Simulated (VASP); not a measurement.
Here is a VASP 6.6.1 calculation.

Contents of INCAR:

```
SYSTEM = PtS2
PREC = Accurate
ENCUT = 520
EDIFF = 1E-6
ISMEAR = -1
SIGMA = 0.02
LREAL = .False.
LASPH = .True.
NELM = 80
ALGO = Normal
ISIF = 2
LWAVE = .False.
LCHARG = .False.
GGA = PE
IBRION = 2
NSW = 80
EDIFFG = -0.02
```

Contents of KPOINTS:

```
regular mesh
0
Gamma
  9 9 6
  0 0 0
```

The input POSCAR:

```
PtS2
1.0
    3.5431994758      0.0000000000      0.0000000000
   -1.7715997379      3.0685007567      0.0000000000
    0.0000000000      0.0000000000      5.0388000000
Pt S
1 2
Direct
    0.0000000000      0.0000000000      0.0000000000
    0.3333333333      0.6666666667      0.2500000000
    0.6666666667      0.3333333333      0.7500000000
```

Potentials or basis: VASP PAW PBE potentials, release 64 (Pt, S).

Launch:

```bash
$ cat potpaw_PBE.64/Pt/POTCAR potpaw_PBE.64/S/POTCAR > POTCAR
$ mpirun -np 1 vasp_std > vasp.out
```

Predict the energy gained by relaxing.

3.6 meV/atom.

Predict the band gap on the k mesh.

0.69 eV (least direct gap 1.00 eV).

The path:
```
step  energy change (eV)  largest force (eV/Å)  pressure (GPa)
   1              0.0000                0.3675            1.93
   2             -0.0091                0.1438            3.18
   3             -0.0107                0.0047            3.97
```

Caveat: spin-orbit coupling is left out, which moves the levels of the heavy elements; an odd mesh through Γ misses points on the zone boundary, where band edges can lie.
